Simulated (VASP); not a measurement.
Set up this calculation in VASP 6.6.1, as the native input.

```
Task                   : single point
Functional             : PBE
Potentials or basis    : VASP PAW PBE potentials, release 64 (Lu)
Cutoff                 : 520 eV
k mesh                 : 15 × 15 × 8
Occupations            : gaussian, width 0.1 eV
Spin                   : no spin polarisation
Dipole correction      : no
Further INCAR settings : ALGO = Fast; EDIFF = 1e-07; NBANDS = 32
```

The structure of Lu lies in POSCAR:

```
Lu
1.0
    3.5066864052      0.0000000000      0.0000000000
   -1.7533432026      3.0368795100      0.0000000000
    0.0000000000      0.0000000000      5.4616231961
Lu
2
Direct
    0.3333333333      0.6666666667      0.7500000000
    0.6666666667      0.3333333333      0.2500000000
```

The input as run:

INCAR

```
SYSTEM = Lu
ALGO = Fast
EDIFF = 1E-7
ENCUT = 520
GGA = PE
ISIF = 2
ISMEAR = 0
LASPH = .TRUE.
LCHARG = .TRUE.
LELF = .TRUE.
LREAL = .FALSE.
LVHAR = .TRUE.
LWAVE = .FALSE.
NBANDS = 32
NELM = 60
PREC = Accurate
SIGMA = 0.1
```

KPOINTS

```
k-points
0
G
  15 15 8
  0 0 0
```

Potentials or basis: VASP PAW PBE potentials, release 64 (Lu).

Launch:

```sh
$ cat potpaw_PBE.64/Lu/POTCAR > POTCAR
$ mpirun -np 1 vasp_std > vasp.out
```

It gave:

```yaml
Pressure: 0.1 GPa
Band_gap_on_the_k_mesh: zero (bands 25 and 26 overlap by 1.87 eV)
```

Caveat: spin-orbit coupling is left out, which moves the levels of the heavy elements.

Wall time 6.4 min on 1 thread of AMD EPYC 9R45 96-Core Processor (Zen 5), on a shared host, peak memory 0.31 GiB.
